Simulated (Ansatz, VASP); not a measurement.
## Two plane-wave programs on Pt

```
Pt
1.0
     3.97023   -3.97023    3.97023
    -3.97023   -3.97023   -3.97023
     3.97023    3.97023   -3.97023
Pt
15
Cartesian
  1.9851 -3.9427 -2.0126
  3.9427 -1.9851 -2.0126
  -1.9851 -1.9851 -3.9702
  0.0275 -0.0275 -3.9702
  1.9851 1.9851 -3.9702
  -1.9851 -3.9977 -1.9576
  0.0275 -1.9851 -2.0126
  1.9851 -0.0275 -2.0126
  3.9977 1.9851 -1.9576
  -0.0275 -3.9977 0.0000
  1.9851 -1.9851 0.0000
  3.9977 0.0275 0.0000
  1.9851 -3.9427 2.0126
  3.9427 -1.9851 2.0126
  -0.0275 0.0275 0.0000
```

Change from the starting cell: Pt vacancy (site a), charge +0, atoms relaxed at the host's cell.

Alike in both runs: functional PBE; k mesh 5 × 5 × 5; occupations gaussian, width 0.1 eV; no spin polarisation.

Ansatz relaxed the structure, and its values are those at the end. VASP's run is a single point on that final structure, the one shown.

|  | VASP | Ansatz |
| --- | --- | --- |
| version | VASP 6.6.1 | Ansatz 0.2.0 |
| potentials or method | VASP PAW PBE potentials, release 64 (Pt), cutoff 520 eV | scalar-relativistic, plane waves, PAW |
| valence electrons in the cell | 150 | 270 |

```tsv
	VASP	Ansatz	Ansatz less VASP
gap on the k mesh at the Fermi level (eV)	none	none	-
rms of the force components (eV/Å)	0.005	0.001	-0.0046
```

A gap of «none» marks a metal or a gap that the smearing closes. VASP's potentials hold 150 valence electrons a cell and Ansatz's 270, so a difference there can come from the potentials and not from the codes.

Neither program's run includes spin-orbit coupling.
